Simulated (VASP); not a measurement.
# AlN (Cm) in VASP: a series of runs, part 3 of 3

VASP 6.6.1. Earlier steps stand in the parts before.

## (4) Single point, PBE (atom 3 (N) moved by (+0.000, -0.300) A along x and y)

INCAR

```
  PREC = Accurate
  ENCUT = 520
  EDIFF = 1E-7
  ISMEAR = 0
  SIGMA = 0.05
  LREAL = False
  LASPH = True
  NELM = 60
  ALGO = Normal
  ISIF = 2
  LWAVE = False
  LCHARG = False
  GGA = PE
  NBANDS = 16
```

KPOINTS

```
Automatic mesh
0
Gamma
  12 12 6
```

POSCAR

```
AlN
1.0
    3.1110021516      0.0000000000      0.0000000000
   -1.5555010758      2.6942068945      0.0000000000
    0.0000000000      0.0000000000      4.9780000000
Al N
2 2
Direct
    0.3333333333      0.6666666667      0.0000000000
    0.6666666667      0.3333333333      0.5000000000
    0.2776583218      0.5553166435      0.3850000000
    0.6666666667      0.3333333333      0.8850000000
```

Potentials or basis: VASP PAW PBE potentials, release 64 (Al, N).

Command:

```sh
$ cat potpaw_PBE.64/Al/POTCAR potpaw_PBE.64/N/POTCAR > POTCAR
$ mpirun -np 1 vasp_std > vasp.out
```

OUTCAR:

```text
PREC = Accurate
   ENCUT = 520
   EDIFF = 1E-7
   ISMEAR = 0
   LREAL = False
   LASPH = True
   NELM = 60
   ISIF = 2
   GGA = PE

 ion  position               nearest neighbor table
   1  0.333  0.667  0.000-   4 1.89   4 1.89   4 1.89   3 1.94   2 3.07   2 3.07   2 3.07   2 3.07
                             2 3.07   2 3.07
   2  0.667  0.333  0.500-   3 1.76   3 1.76   4 1.92   3 2.17   1 3.07   1 3.07   1 3.07   1 3.07
                             1 3.07   1 3.07
   3  0.278  0.555  0.385-   2 1.76   2 1.76   1 1.94   2 2.17
   4  0.667  0.333  0.885-   1 1.89   1 1.89   1 1.89   2 1.92

  LATTYP: Found a hexagonal cell.
 ALAT       =     3.1110021516
 C/A-ratio  =     1.6001274694

  Lattice vectors:

 A1 = (   3.1110021516,   0.0000000000,   0.0000000000)
 A2 = (  -1.5555010758,   2.6942068945,   0.0000000000)
 A3 = (   0.0000000000,   0.0000000000,   4.9780000000)

Analysis of symmetry for initial positions (statically):
=====================================================================
 Subroutine PRICEL returns:
 Original cell was already a primitive cell.

 Routine SETGRP: Setting up the symmetry group for a
 hexagonal supercell.

 Subroutine GETGRP returns: Found  2 space group operations
 (whereof  2 operations were pure point group operations)
 out of a pool of 24 trial point group operations.

The static configuration has the point symmetry C_1h.

Analysis of symmetry for dynamics (positions and initial velocities):
=====================================================================
 Subroutine PRICEL returns:
 Original cell was already a primitive cell.

 Routine SETGRP: Setting up the symmetry group for a
 hexagonal supercell.

 Subroutine GETGRP returns: Found  2 space group operations
 (whereof  2 operations were pure point group operations)
 out of a pool of 24 trial point group operations.

The dynamic configuration has the point symmetry C_1h.

 Subroutine INISYM returns: Found  2 space group operations
 (whereof  2 operations are pure point group operations),
 and found     1 'primitive' translations

----------------------------------------------------------------------------------------

                                     Primitive cell

  volume of cell :      41.7240

  direct lattice vectors                    reciprocal lattice vectors
     3.111002152  0.000000000  0.000000000     0.321439829  0.185583372  0.000000000
    -1.555501076  2.694206895  0.000000000     0.000000000  0.371166744  0.000000000
     0.000000000  0.000000000  4.978000000     0.000000000  0.000000000  0.200883889

  length of vectors
     3.111002152  3.111002152  4.978000000     0.371166744  0.371166744  0.200883889

  position of ions in fractional coordinates (direct lattice)
     0.333333333  0.666666667  0.000000000
     0.666666667  0.333333333  0.500000000
     0.277658322  0.555316643  0.385000000
     0.666666667  0.333333333  0.885000000

  ion indices of the primitive-cell ions
   primitive index   ion index
                 1           1
                 2           2
[... 24 lines left out ...]
 Subroutine IBZKPT returns following result:
 ===========================================

 Found    242 irreducible k-points:

 Following reciprocal coordinates:
            Coordinates               Weight
  0.000000  0.000000  0.000000      1.000000
  0.083333  0.000000  0.000000      4.000000
  0.000000  0.083333  0.000000      2.000000
  0.166667 -0.000000  0.000000      4.000000
  0.000000  0.166667  0.000000      2.000000
  0.250000 -0.000000  0.000000      4.000000
[... 16 lines left out ...]
 -0.083333  0.416667  0.000000      4.000000
 -0.416667  0.333333  0.000000      4.000000
 [... further k-points ...]
   k-points           NKPTS =    242   k-points in BZ     NKDIM =    242   number of bands    NBANDS=     16
   number of dos      NEDOS =    301   number of ions     NIONS =      4
   total plane-waves  NPLWV =  23040
   dimension x,y,z NGX =    24 NGY =   24 NGZ =   40
   dimension x,y,z NGXF=    48 NGYF=   48 NGZF=   80
   ions per type =               2   2
   NGX,Y,Z   is equivalent  to a cutoff of  12.83, 12.83, 13.36 a.u.
   NGXF,Y,Z  is equivalent  to a cutoff of  25.65, 25.65, 26.72 a.u.
 SYSTEM =  unknown system
   PREC   = accura    normal or accurate (medium, high low for compatibility)
   ISTART =      0    job   : 0-new  1-cont  2-samecut
   ICHARG =      2    charge: 1-file 2-atom 10-const
   ISPIN  =      1    spin polarized calculation?
   LNONCOLLINEAR =      F non collinear calculations
   LSORBIT =      F    spin-orbit coupling
   LASPH  =      T    aspherical Exc in radial PAW
   ENCUT  =  520.0 eV  38.22 Ry    6.18 a.u.   5.78  5.78  9.26*2*pi/ulx,y,z
   NELM   =     60;   NELMIN=  2; NELMDL= -5     # of ELM steps
   EDIFF  = 0.1E-06   stopping-criterion for ELM
   LREAL  =      F    real-space projection
   EDIFFG = 0.1E-05   stopping-criterion for IOM
   NSW    =      0    number of steps for IOM
   IBRION =     -1    ionic relax: 0-MD 1-quasi-New 2-CG
   NFREE  =      0    steps in history (QN), initial steepest desc. (CG)
   ISIF   =      2    stress and relaxation
   ISYM   =      2    0-nonsym 1-usesym 2-fastsym
   POTIM  = 0.5000    time-step for ionic-motion
   TEBEG  =    0.0;   TEEND  =   0.0 temperature during run
   PSTRESS=    0.0 pullay stress
   NELECT =      16.0000    total number of electrons
   NUPDOWN=      -1.0000    fix difference up-down
   EMIN   =  10.00;   EMAX   =-10.00  energy-range for DOS
   EFERMI =   0.00;   METHOD = LEGACY
   ISMEAR =     0;   SIGMA  =   0.05  broadening in eV -4-tet -1-fermi 0-gaus
   EFERMI_NEDOS =   21; number of points for ismear=-14 and -15
   IALGO  =     38    algorithm
   IMIX   =      4    mixing-type and parameters
     AMIX     =   0.40;   BMIX     =  1.00
     AMIX_MAG =   1.60;   BMIX_MAG =  1.00
  volume/ion in A,a.u.               =      10.43        70.39
  Fermi-wavevector in a.u.,A,eV,Ry     =   1.189377  2.247596 19.247033  1.414617
  Thomas-Fermi vector in A             =   2.325485
   LORBIT       =      0    0 simple, 1 ext, 2 COOP (PROOUT), +10 PAW based schemes
   GGA     = PE    functional components
   LHFCALC =     F    Hartree Fock is set to
   AEXX    =    0.0000 exact exchange contribution
   IVDW    =     0    specifies the selected vdW correction
   LEPSILON=     F    determine dielectric tensor
   LRPA    =     F    only Hartree local field effects (RPA)
 non-spin polarized calculation
 Gauss-broadening in eV      SIGMA  =   0.05
  energy-cutoff  :      520.00
  volume of cell :       41.72
 maximum number of plane-waves:      1152
   NGX = 11   NGY = 11   NGZ = 19

 number of electron      16.0000000 magnetization

 Free energy of the ion-electron system (eV)
  ---------------------------------------------------
  ext. energy  EPLUGINS =         0.00000000
  ---------------------------------------------------
  free energy    TOTEN  =       -29.23281174 eV

  energy without entropy =      -29.23281174  energy(sigma->0) =      -29.23281174

 E-fermi :   6.6852     XC(G=0): -10.9143

 val. band max:        6.4825117817   @ k =   0.0000   0.0000   0.0000
 cond. band min:      10.2175651883   @ k =   0.0000   0.0000   0.0000
 fundamental gap:      3.7350534067
 Fermi energy:         6.6852015366

 k-point     1 :       0.0000    0.0000    0.0000
  band No.  band energies     occupation
      1      -9.0443      2.00000
      2      -6.8943      2.00000
      3       0.1811      2.00000
      4       4.7807      2.00000
      5       5.5156      2.00000
      6       5.8647      2.00000
[... 433 lines left out ...]
      3       1.3951      2.00000
      4       2.1585      2.00000
      5       2.3081      2.00000
      6       4.1164      2.00000
[... 8 lines left out ...]
     15      18.2858      0.00000
     16      21.2140      0.00000

 [... further k-points ...]

------------------------ aborting loop because EDIFF is reached ----------------------------------------

  FORCE on cell =-STRESS in cart. coord.  units (eV):
  Direction    XX          YY          ZZ          XY          YZ          ZX
  --------------------------------------------------------------------------------------
  -------------------------------------------------------------------------------------
  Total        5.7869635     -0.3548355      1.0262873      0.0000000     -0.6160688      0.0000000
  in kB      222.2159255    -13.6254684     39.4088167      0.0000000    -23.6566729      0.0000000
  external PRESSURE =      82.6664246 kB  Pullay stress =       0.0000000 kB

 VOLUME and BASIS-vectors are now :
 -----------------------------------------------------------------------------
  energy-cutoff  :      520.00
  volume of cell :       41.72
      direct lattice vectors                 reciprocal lattice vectors
     3.111002152  0.000000000  0.000000000     0.321439829  0.185583372  0.000000000
    -1.555501076  2.694206895  0.000000000     0.000000000  0.371166744  0.000000000
     0.000000000  0.000000000  4.978000000     0.000000000  0.000000000  0.200883889

 POSITION                                       TOTAL-FORCE (eV/Angst)
 -----------------------------------------------------------------------------------
     -0.00000      1.79614      0.00000         0.000000     -0.461309      0.337178
      1.55550      0.89807      2.48900        -0.000000     -2.385707      1.136075
      0.00000      1.49614      1.91653        -0.000000      2.997009     -1.264125
      1.55550      0.89807      4.40553         0.000000     -0.149993     -0.209129
 -----------------------------------------------------------------------------------
    total drift:                               -0.000000      0.000296      0.000633

  FREE ENERGIE OF THE ION-ELECTRON SYSTEM (eV)
  ---------------------------------------------------
  free  energy   TOTEN  =       -29.2328117401 eV

  energy  without entropy=      -29.2328117401  energy(sigma->0) =      -29.23281174
```

OSZICAR:

```text
N       E                     dE             d eps       ncg     rms          rms(c)
DAV:   1     0.422795425587E+02    0.42280E+02   -0.73168E+03  7760   0.893E+02
DAV:   2    -0.307141538247E+02   -0.72994E+02   -0.67060E+02 10600   0.188E+02
DAV:   3    -0.342123992083E+02   -0.34982E+01   -0.34890E+01  9904   0.430E+01
DAV:   4    -0.342337369690E+02   -0.21338E-01   -0.21337E-01  9800   0.377E+00
DAV:   5    -0.342340167691E+02   -0.27980E-03   -0.27980E-03 10000   0.436E-01    0.125E+01
DAV:   6    -0.292320192879E+02    0.50020E+01   -0.11218E+01  9880   0.243E+01    0.430E+00
DAV:   7    -0.292491805890E+02   -0.17161E-01   -0.71387E-01  8944   0.589E+00    0.300E+00
DAV:   8    -0.292368044588E+02    0.12376E-01   -0.65205E-02  9824   0.228E+00    0.510E-01
DAV:   9    -0.292322853865E+02    0.45191E-02   -0.12502E-02 10664   0.818E-01    0.244E-01
DAV:  10    -0.292328708717E+02   -0.58549E-03   -0.21092E-03  8784   0.296E-01    0.116E-01
DAV:  11    -0.292328077863E+02    0.63085E-04   -0.22197E-04  9528   0.118E-01    0.173E-02
DAV:  12    -0.292328110909E+02   -0.33046E-05   -0.11337E-05 10048   0.272E-02    0.649E-03
DAV:  13    -0.292328116945E+02   -0.60358E-06   -0.13047E-06  9408   0.946E-03    0.238E-03
DAV:  14    -0.292328117401E+02   -0.45581E-07   -0.25833E-07  9752   0.366E-03
   1 F= -.29232812E+02 E0= -.29232812E+02  d E =-.238237E-11
```

Run time: 55 s. Hardware: 1 thread of AMD EPYC 9R45 (Zen 5), shared host; peak memory 0.23 GiB.

What came out:

```yaml
Free_energy: -29.2328 eV
Pressure: 8.3 GPa
Largest_force: 3.253 eV/Å
Band_gap_on_the_k_mesh: 3.74 eV
```

Forces in eV/Å, atoms in the order of the input:
```
Al   0.000 -0.461  0.337
Al   0.000 -2.386  1.136
N    0.000  2.997 -1.264
N    0.000 -0.150 -0.209
```

Levels at points of the mesh, in eV from the valence-band top:
| k point | band 6 | band 7 | band 8 | band 9 | band 10 | band 11 |
| --- | --- | --- | --- | --- | --- | --- |
| (0.00, 0.00, 0.00) | -0.62 | -0.51 | 0.00 | 3.74 | 6.28 | 9.96 |
| (0.50, 0.00, 0.00) | -2.44 | -2.20 | -0.96 | 5.41 | 6.00 | 7.76 |
| (0.00, 0.50, 0.00) | -2.73 | -1.30 | -1.25 | 4.39 | 5.81 | 7.52 |
| (0.00, 0.00, 0.50) | -0.93 | -0.88 | -0.26 | 5.82 | 6.09 | 9.73 |
| (0.50, 0.00, 0.50) | -1.61 | -1.57 | -1.20 | 4.63 | 4.79 | 8.64 |
| (0.00, 0.50, 0.50) | -2.11 | -1.84 | -1.80 | 5.43 | 5.54 | 8.41 |

Caveat: the cell differs from its parent crystal (atom 3 (N) moved by (+0.000, -0.300) A along x and y); the stress differs along the axes, from -1 to 22 GPa; forces of over 1 eV/Å act on the atoms, so gaps and moduli don't describe the material at rest.

## (5) Single point, PBE (atom 3 (N) moved by (+0.000, +0.300) A along x and y)

INCAR

```
SYSTEM = AlN
PREC = Accurate ; ENCUT = 520
EDIFF = 1E-6 ; ISMEAR = 0
SIGMA = 0.05 ; LREAL = .False.
LASPH = .True. ; NELM = 60
ALGO = Normal ; ISIF = 2
LWAVE = .False. ; LCHARG = .False.
GGA = PE ; NBANDS = 16
```

KPOINTS

```
regular mesh
0
Gamma
  12 12 6
  0 0 0
```

POSCAR: that of step 4 with these lines changed.

```diff
@@ -10,3 +10,3 @@
     0.6666666667      0.3333333333      0.5000000000
-    0.2776583218      0.5553166435      0.3850000000
+    0.3890083449      0.7780166898      0.3850000000
     0.6666666667      0.3333333333      0.8850000000
```

Command:

```sh
$ cat potpaw_PBE.64/Al/POTCAR potpaw_PBE.64/N/POTCAR > POTCAR
$ mpirun -np 1 vasp_std > vasp.out
```

It took 53 s on 1 thread of AMD EPYC 9R45 (Zen 5), shared host; peak memory 0.23 GiB.

The run converged. Its results:

```
Free energy            : -28.7008 eV
Pressure               : 12.5 GPa
Largest force          : 8.889 eV/Å
Band gap on the k mesh : 3.93 eV
```

Forces on the atoms (eV/Å):
```
Al   0.000  0.452  0.366
Al   0.000  7.800  2.229
N    0.000 -8.567 -2.372
N    0.000  0.315 -0.223
```

Stress tensor (GPa, compression positive):
```
-3.60  0.00  0.00
 0.00 34.72 13.84
 0.00 13.84  6.28
```

Levels at points of the mesh, in eV from the valence-band top:
| k point | band 6 | band 7 | band 8 | band 9 | band 10 | band 11 |
| --- | --- | --- | --- | --- | --- | --- |
| (0.00, 0.00, 0.00) | -0.53 | -0.23 | 0.00 | 3.93 | 6.43 | 10.00 |
| (0.50, 0.00, 0.00) | -2.29 | -1.52 | -1.01 | 5.07 | 5.89 | 7.50 |
| (0.00, 0.50, 0.00) | -2.62 | -2.12 | -0.65 | 5.31 | 6.74 | 8.44 |
| (0.00, 0.00, 0.50) | -0.78 | -0.73 | -0.26 | 5.99 | 6.23 | 9.92 |
| (0.50, 0.00, 0.50) | -1.74 | -1.64 | -1.32 | 5.28 | 5.37 | 8.51 |
| (0.00, 0.50, 0.50) | -1.43 | -1.23 | -1.12 | 4.78 | 4.83 | 8.75 |

Caveat: the cell differs from its parent crystal (atom 3 (N) moved by (+0.000, +0.300) A along x and y); the stress differs along the axes, from -4 to 35 GPa; forces of over 1 eV/Å act on the atoms, so gaps and moduli don't describe the material at rest. A k mesh can miss the band edges.

## (6) The runs side by side

| cell | gap on the mesh (eV) | pressure (GPa) | largest force (eV/Å) |
| --- | --- | --- | --- |
| as given, atomic positions A | 2.83 | 15.7 | 4.41 |
| as given, atomic positions B | 3.59 | 51.3 | 35.78 |
| as given, atomic positions C | 3.74 | 8.3 | 3.25 |
| as given, atomic positions D | 3.93 | 12.5 | 8.89 |

Alike in all rows: task single point; level PBE; potentials or basis VASP PAW PBE potentials, release 64 (Al, N); no spin polarisation; k mesh 12 × 12 × 6; cutoff (eV) 520; smearing gaussian 0.05 eV.

Caveats: forces of over 1 eV/Å act on the atoms, so gaps and moduli don't describe the material at rest; the stress differs along the axes, from -4 to 44 GPa (at least some runs); atoms lie so close that the PAW spheres overlap strongly, which falsifies energies and pressures (at least some runs); the stress differs along the axes, from -5 to 127 GPa (at least some runs); the stress differs along the axes, from -1 to 22 GPa (at least some runs); the stress differs along the axes, from -4 to 35 GPa (at least some runs).

Absolute energies hang on the potentials; compare differences alone.
